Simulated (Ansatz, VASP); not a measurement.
# One calculation of In, two programs

File INCAR:

```
  PREC = Accurate
  ENCUT = 600
  EDIFF = 1E-6
  ISMEAR = -1
  SIGMA = 0.05
  LREAL = False
  LASPH = True
  NELM = 80
  ALGO = Normal
  ISIF = 3
  LWAVE = False
  LCHARG = False
  GGA = PS
  IBRION = 2
  NSW = 60
  EDIFFG = -0.005
```

The input KPOINTS:

```
regular mesh
0
Gamma
  14 14 14
```

The input POSCAR:

```
In
1.0
    3.0230622565      0.0000000000      0.0000000000
    0.0000000000      3.0230622565      0.0000000000
    0.0000000000      0.0000000000      3.0230622565
In
1
Direct
    0.0000000000      0.0000000000      0.0000000000
```

Input for Ansatz:

```yaml
crystal:
  lattice:
    - [3.0230622565, 0.0, 0.0]
    - [0.0, 3.0230622565, 0.0]
    - [0.0, 0.0, 3.0230622565]
  atoms:
    - { symbol: In, position: [0.0, 0.0, 0.0] }
kpoints:
  mp_grid: { grid: [14, 14, 14] }
scf:
  occupations: { method: fermi_dirac, width: 0.05 }
hamiltonian:
  xc: pbesol
  pseudopotentials: { kind: paw }
output:
  forces: true
  stress: true
  write_density: true
  write_potential: true
  elf: true
  volumetric_format: npy
relax:
  f_tol: 0.005
  max_steps: 40
  cell: {}
```

Alike in both runs: task relaxation of cell and atoms; functional PBEsol; k mesh 14 × 14 × 14; occupations fermi-dirac, width 0.05 eV; no spin polarisation.

```csv
,VASP,Ansatz
version,VASP 6.6.1,Ansatz 0.2.0
potentials or method,"VASP PAW PBE potentials, release 64 (In_d)","PAW with Ansatz's default frozen-core files, scalar-relativistic"
plane-wave cutoff (eV),600,420
valence electrons in the cell,13,13
```

|  | VASP | Ansatz | Ansatz less VASP |
| --- | --- | --- | --- |
| relaxed volume (Å³/atom) | 27.35 | 27.33 | -0.021 |
| relaxed cell length with the largest relative difference (Å) | 3.013 | 3.012 | -0.0008 |

VASP's potentials were made for PBE, not for PBEsol.
